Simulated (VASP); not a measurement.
Set up this calculation in VASP 6.6.1, as the native input.

* Task: single point
* Functional: PBEsol
* Potentials or basis: VASP PAW PBE potentials, release 64 (In_d, P, Al, As)
* Cutoff: 520 eV
* k mesh: 4 × 4 × 2
* Occupations: fermi-dirac, width 0.05 eV
* Spin: no spin polarisation
* Dipole correction: no
* Further INCAR settings: ALGO = Normal; EDIFF = 1e-07; NBANDS = 31

The structure of AlIn2AsP2 (an interface model) lies in POSCAR:

```
AlIn2AsP2
1.0
    2.8370490000     -2.8370490000      0.0000000000
    0.0000000000      2.8370490000     -2.8370490000
    5.9119950000      5.9119950000      5.9119950000
In P Al As
2 2 1 1
Direct
    0.9701270000      0.9777090000      0.0050970000
    0.3944160000      0.7261450000      0.3531880000
    0.0203630000      0.9915260000      0.2556420000
    0.3489270000      0.6792590000      0.5900740000
    0.7158580000      0.3729310000      0.6754240000
    0.6754830000      0.3677500000      0.9136060000
```

The input as run:

INCAR

```
PREC = Accurate
ENCUT = 520
EDIFF = 1E-7
ISMEAR = -1
SIGMA = 0.05
LREAL = F
LASPH = T
NELM = 80
ALGO = Normal
ISIF = 2
LWAVE = F
LCHARG = F
GGA = PS
NBANDS = 31
```

KPOINTS

```
regular mesh
0
Gamma
  4 4 2
```

Potentials or basis: VASP PAW PBE potentials, release 64 (In_d, P, Al, As).

Command:

```bash
$ cat potpaw_PBE.64/In_d/POTCAR potpaw_PBE.64/P/POTCAR potpaw_PBE.64/Al/POTCAR potpaw_PBE.64/As/POTCAR > POTCAR
$ mpirun -np 1 vasp_std > vasp.out
```

Results of the run:

The pressure is 4.0 GPa, the largest force is 3.126 eV/Å and the band gap on the k mesh is 0.54 eV, direct.

Caveat: the k points lie up to 0.45 Å⁻¹ apart; the PAW data sets were made with another functional, which shifts forces and pressure a little; spin-orbit coupling is left out, which moves the levels of the heavy elements.

Run time: 54 s on 1 thread of Intel(R) Xeon(R) 6975P-C (Granite Rapids), with other jobs on the host, peak memory 0.29 GiB.
